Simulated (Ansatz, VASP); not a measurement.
## Nb in VASP and in Ansatz

The input INCAR:

```
  PREC = Accurate
  ENCUT = 520
  EDIFF = 1E-6
  ISMEAR = -1
  SIGMA = 0.05
  LREAL = F
  LASPH = T
  NELM = 150
  ALGO = Fast
  ISIF = 2
  LWAVE = F
  LCHARG = F
  MAGMOM = 0 0 0
  LORBIT = 11
  LSORBIT = T
  GGA_COMPAT = F
  LORBMOM = T
  LMAXMIX = 4
  GGA = PS
  NBANDS = 24
```

Contents of KPOINTS:

```
Automatic mesh
0
Gamma
  8 8 8
```

File POSCAR:

```
Nb
1.0
    0.0000000000      2.1150000000      2.1150000000
    2.1150000000      0.0000000000      2.1150000000
    2.1150000000      2.1150000000      0.0000000000
Nb
1
Direct
    0.0000000000      0.0000000000      0.0000000000
```

File input.yaml:

```yaml
crystal:
  lattice:
    - [0.0, 2.115, 2.115]
    - [2.115, 0.0, 2.115]
    - [2.115, 2.115, 0.0]
  atoms:
    - { symbol: Nb, position: [0.0, 0.0, 0.0] }
kpoints:
  mp_grid: { grid: [8, 8, 8] }
  band_path:
    path:
      - [0.0, 0.0, 0.0]
      - [0.5, 0.0, 0.5]
      - [0.5, 0.25, 0.75]
      - [0.375, 0.375, 0.75]
      - [0.0, 0.0, 0.0]
      - [0.5, 0.5, 0.5]
      - [0.625, 0.25, 0.625]
      - [0.5, 0.25, 0.75]
    npoints: 10
scf:
  occupations: { method: fermi_dirac, width: 0.05 }
hamiltonian:
  xc: pbesol
  pseudopotentials: { kind: all_electron, lapw: { basis_error: 0.001 } }
magnetization:
  noncollinear: true
  spin_orbit: true
output:
  forces: true
  stress: true
  eigenvalues: true
```

Alike in both runs: functional PBEsol; k mesh 8 × 8 × 8; occupations fermi-dirac, width 0.05 eV; non-collinear spin, spin-orbit coupling.

```csv
,VASP,Ansatz
version,VASP 6.6.1,Ansatz 0.2.0
potentials or method,"VASP PAW PBE potentials, release 64 (Nb_sv), cutoff 520 eV","all-electron LAPW, relativistic spinors"
task,single point,band structure
```

|  | VASP | Ansatz | Ansatz less VASP |
| --- | --- | --- | --- |
| pressure (GPa) | -7.6 | -7.3 | +0.31 |
| net moment per atom (μB) | 0.00 | 0.00 | 0.000 |

VASP's potentials were made for PBE, not for PBEsol. Ansatz ran all-electron here, and VASP with PAW potentials.

Noted on Ansatz's run: the k mesh is thin for a metal, which can move the energy by tens of meV per atom.
